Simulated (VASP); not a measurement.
## Ta: single point with BLYP

Crystal: Ta.

```xyz
4
Lattice="2.9413 0.0000 0.0000 -1.4706 2.5472 0.0000 0.0000 0.0000 10.3486" Properties=species:S:1:pos:R:3 pbc="T T T"
Ta    1.4706    2.5472   10.3486
Ta    0.0000    0.0000    5.1743
Ta    0.0000    1.6981    2.5871
Ta    1.4706    0.8491    7.7614
```

```yaml
Program: VASP 6.6.1
Task: single point
Functional: BLYP
Potentials_or_basis: VASP PAW PBE potentials, release 64 (Ta_pv)
Cutoff: 520 eV
k_mesh: 12 × 12 × 4
Occupations: fermi-dirac, width 0.1 eV
Spin: no spin polarisation
Dipole_correction: no
Further_INCAR_settings: ALGO = Normal; EDIFF = 1e-06; NBANDS = 30
```

| Quantity | Value |
| --- | --- |
| Pressure | 0.8 GPa |
| Band gap on the k mesh | zero (band 22 reaches 6.36 eV, above the bottom of band 23 at 5.32 eV) |

Stress tensor (GPa, compression positive):
```
0.77 0.00 0.00
0.00 0.77 0.00
0.00 0.00 0.93
```

Levels at points of the mesh, in eV from the Fermi level:
| k point | band 20 | band 21 | band 22 | band 23 | band 24 | band 25 |
| --- | --- | --- | --- | --- | --- | --- |
| (0.00, 0.00, 0.00) | 0.22 | 0.43 | 0.43 | 0.53 | 0.53 | 0.83 |
| (0.50, 0.00, 0.00) | -1.06 | -0.36 | 0.39 | 0.73 | 1.69 | 2.37 |
| (0.00, 0.00, 0.50) | -0.54 | 0.52 | 0.52 | 0.52 | 0.52 | 0.82 |
| (0.50, 0.00, 0.50) | -1.08 | 0.49 | 0.49 | 1.17 | 1.17 | 1.26 |

Run time: 62 s on 1 thread of Intel(R) Xeon(R) 6975P-C (Granite Rapids) (shared host), peak memory 0.25 GiB.

Caveat: the PAW data sets were made with another functional, which shifts forces and pressure a little; spin-orbit coupling is left out, which moves the levels of the heavy elements.
